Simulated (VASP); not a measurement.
Hf, 2 atoms in the cell. It takes space group P6_3/mmc (No. 194, hexagonal). Conventional cell: a = 3.197 Å, b = 3.197 Å, c = 4.982 Å, α = 90.00°, β = 90.00°, γ = 120.00°. Within 4.1 Å of Hf (site symmetry -6m2) lie 12 Hf at 3.10 to 3.20 Å.  This cell differs from its parent crystal: strain +0.000 along x and y, -0.015 along z.

| Property | Result |
| --- | --- |
| Program | VASP 6.6.1 |
| Task | single point |
| Functional | PBE |
| Potentials or basis | VASP PAW PBE potentials, release 64 (Hf_pv) |
| Cutoff | 520 eV |
| k mesh | 18 × 18 × 10 |
| Occupations | gaussian, width 0.15 eV |
| Spin | no spin polarisation |
| Dipole correction | no |
| Further INCAR settings | ALGO = Fast; EDIFF = 1e-07; NBANDS = 17 |

Potentials or basis: VASP PAW PBE potentials, release 64 (Hf_pv).

The run is started by

```bash
$ cat potpaw_PBE.64/Hf_pv/POTCAR > POTCAR
$ mpirun -np 1 vasp_std > vasp.out
```

Hardware: 1 thread of Intel Xeon 8259CL, on a shared host.

Q: Estimate the wall time of this run.

A: It took 2.4 min on 1 thread of Intel Xeon 8259CL, with other jobs on the host, peak memory 0.27 GiB. Counts: scf iterations 17, k points 222.
